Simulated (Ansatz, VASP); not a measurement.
TaN: VASP beside Ansatz

```
CELL_PARAMETERS angstrom
2.99386 0.00000 0.00000
-1.49693 2.59276 0.00000
0.00000 0.00000 2.94148
ATOMIC_POSITIONS crystal
Ta 0.33333 0.66667 0.50000
N 0.00000 0.00000 0.00000
```

Alike in both runs: functional r2SCAN; k mesh 13 × 13 × 12; occupations fermi-dirac, width 0.1 eV; no spin polarisation.

Ansatz relaxed the structure, and its values are those at the end. VASP's run is a single point on that final structure, the one shown.

|  | VASP | Ansatz |
| --- | --- | --- |
| version | VASP 6.6.1 | Ansatz 0.2.0 |
| potentials or method | VASP PAW PBE potentials, release 64 (Ta_pv, N), cutoff 520 eV | PAW plane waves |
| valence electrons in the cell | 16 | 18 |

|  | VASP | Ansatz | Ansatz less VASP |
| --- | --- | --- | --- |
| pressure (GPa) | -17.3 | -18.6 | -1.23 |

VASP's potentials were made for PBE, not for r2SCAN. The functional is the same, so the differences come from potentials, cutoffs and numerics. VASP's potentials hold 16 valence electrons a cell and Ansatz's 18, so a difference there can come from the potentials and not from the codes. Ansatz's warnings: stress scf threshold loose.

Spin-orbit coupling is off throughout.
